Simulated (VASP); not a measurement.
Cu3Mo, 4 atoms in the cell. It takes space group P-6m2 (No. 187, hexagonal). Conventional cell: a = 2.639 Å, b = 2.639 Å, c = 8.698 Å, α = 90.00°, β = 90.00°, γ = 120.00°. Cu (site symmetry -6m2) has 12 Cu at 2.58 to 2.64 Å within 3.4 Å. Cu (site symmetry 3m) has 9 Cu at 2.58 to 2.64 Å and 3 Mo at 2.73 Å within 3.4 Å. Within 3.5 Å of Mo (site symmetry -6m2) lie 6 Mo at 2.64 Å and 6 Cu at 2.73 Å. The cell was generated, and may not be a known phase.

* Program: VASP 6.6.1
* Task: single point
* Functional: PBE
* Potentials or basis: VASP PAW PBE potentials, release 64 (Cu_sv_GW, Mo_sv)
* Cutoff: 820 eV
* k mesh: 6 × 6 × 2
* Occupations: gaussian, width 0.1 eV
* Spin: collinear spin
* Starting moments: [0.0, 0.0, 0.0, 1.0] μB
* Dipole correction: no
* Further INCAR settings: ALGO = Normal; EDIFF = 1e-06; NBANDS = 48

Potentials or basis: VASP PAW PBE potentials, release 64 (Cu_sv_GW, Mo_sv).

The run is started by

```bash
$ cat potpaw_PBE.64/Cu_sv_GW/POTCAR potpaw_PBE.64/Mo_sv/POTCAR > POTCAR
$ mpirun -np 1 vasp_std > vasp.out
```

Hardware: 1 thread of AMD EPYC 7R13 Processor (Zen 3), on a shared host.

Task: How long does it take, and how much memory?

Result: Wall time 3.9 min on 1 thread of AMD EPYC 7R13 Processor (Zen 3), on a shared host, peak memory 0.33 GiB. Counts: scf iterations 20, k points 14.
